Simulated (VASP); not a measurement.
Here is a VASP 6.6.1 calculation.

The input INCAR:

```
SYSTEM = AlNi3
PREC = Accurate ; ENCUT = 600
EDIFF = 1E-6 ; ISMEAR = -1
SIGMA = 0.05 ; LREAL = .FALSE.
LASPH = .TRUE. ; NELM = 150
ALGO = Normal ; ISIF = 3
LWAVE = .FALSE. ; LCHARG = .FALSE.
ISPIN = 2 ; MAGMOM = 1 1 1 0
LORBIT = 11 ; LMAXMIX = 4
GGA = B5 ; ALDAX = 1.0
AGGAX = 1.0 ; AGGAC = 1.0
ALDAC = 0.0 ; IBRION = 2
NSW = 60 ; EDIFFG = -0.01
```

File KPOINTS:

```
regular mesh
0
G
  8 8 8
  0 0 0
```

Contents of POSCAR:

```
AlNi3
1.0
    3.5230547267      0.0000000000      0.0000000000
    0.0000000000      3.5230547267      0.0000000000
    0.0000000000      0.0000000000      3.5230547267
Ni Al
3 1
Direct
    0.5000000000      0.5000000000      0.0000000000
    0.5000000000      0.0000000000      0.5000000000
    0.0000000000      0.5000000000      0.5000000000
    0.0000000000      0.0000000000      0.0000000000
```

Potentials or basis: VASP PAW PBE potentials, release 64 (Ni, Al).

Command:

```console
$ cat potpaw_PBE.64/Ni/POTCAR potpaw_PBE.64/Al/POTCAR > POTCAR
$ mpirun -np 1 vasp_std > vasp.out
```

Predict the relaxed volume.

11.83 Å³/atom.

What does it give for the site moments?

Ni -0.24; Al +0.01 μB.

Estimate the net moment.

-0.67 μB per cell.

Predict the relaxed cell.

a = 3.617 Å, b = 3.617 Å, c = 3.617 Å, α = 90.00°, β = 90.00°, γ = 90.00°.

Step by step:
| step | energy change (eV) | largest force (eV/Å) | pressure (GPa) | volume (Å³) |
| --- | --- | --- | --- | --- |
| 1 | 0.0000 | 0.0000 | 14.87 | 43.73 |
| 2 | -0.0596 | 0.0000 | -8.78 | 50.47 |
| 3 | -0.1524 | 0.0000 | 0.04 | 47.30 |

Caveat: the PAW data sets were made with another functional, which shifts forces and pressure a little.
